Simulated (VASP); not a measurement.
A run of VASP 6.6.1 is set up as follows.

File INCAR:

```
SYSTEM = Mo3W
PREC = Accurate
ENCUT = 500
EDIFF = 1E-6
ISMEAR = 0
SIGMA = 0.1
LREAL = .False.
LASPH = .True.
NELM = 200
ALGO = Normal
ISIF = 2
LWAVE = .False.
LCHARG = .False.
ISPIN = 2
MAGMOM = 1 1 1 0
LORBIT = 11
LMAXMIX = 4
GGA = PE
NBANDS = 40
GGA_COMPAT = .False.
```

Contents of KPOINTS:

```
Automatic mesh
0
Gamma
  6 6 6
  0 0 0
```

Contents of POSCAR:

```
Mo3W
1.0
    0.0000000000      3.1659940356      3.1659940356
    3.1659940356      0.0000000000      3.1659940356
    3.1659940356      3.1659940356      0.0000000000
Mo W
3 1
Direct
    0.0000000000      0.0000000000      0.0000000000
    0.2500000000      0.2500000000      0.2500000000
    0.7500000000      0.7500000000      0.7500000000
    0.5000000000      0.5000000000      0.5000000000
```

Potentials or basis: VASP PAW PBE potentials, release 64 (Mo_sv, W_sv).

Launch:

```sh
$ cat potpaw_PBE.64/Mo_sv/POTCAR potpaw_PBE.64/W_sv/POTCAR > POTCAR
$ mpirun -np 1 vasp_std > vasp.out
```

(1) Predict the net moment.

(2) What does it give for the band gap on the k mesh?

(3) Estimate the pressure.

Answers

(1) 0.00 μB per cell.

(2) zero (filled and empty bands touch).

(3) 0.5 GPa.

Caveat: spin-orbit coupling is left out, which moves the levels of the heavy elements.
